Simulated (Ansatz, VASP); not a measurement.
**ScGa3P2 in VASP and in Ansatz**

```
Sc Ga P
1.0
     5.24940    0.00000    0.00000
    -2.62470    4.54611    0.00000
     0.00000    0.00000    4.53641
Sc Ga P
1 3 2
Direct
  0.00000 0.00000 0.00000
  0.50000 0.00000 0.50000
  0.00000 0.50000 0.50000
  0.50000 0.50000 0.50000
  0.66667 0.33333 0.00000
  0.33333 0.66667 0.00000
```

Change from the starting cell: species swapped into the NdB2Rh3 type (P6/mmm, No. 191).

Alike in both runs: functional PBE; k mesh 12 × 12 × 8; occupations gaussian, width 0.1 eV; no spin polarisation.

Ansatz relaxed the structure, and its values are those at the end. VASP's run is a single point on that final structure, the one shown.

```csv
,VASP,Ansatz
version,VASP 6.6.1,Ansatz 0.2.0
potentials or method,"VASP PAW PBE potentials, release 64 (Sc_sv, Ga_d, P), cutoff 520 eV","scalar-relativistic, plane waves, PAW"
valence electrons in the cell,60,60
```

VASP gave:

```
gap on the k mesh at the Fermi level (eV) : none
pressure (GPa)                            : 0.1
```

Problem. Estimate Ansatz's values.

Solution. gap on the k mesh at the Fermi level (eV): none; pressure (GPa): 0.0.

A gap of «none» marks a metal or a gap that the smearing closes. The functional is the same, so the differences come from potentials, cutoffs and numerics.
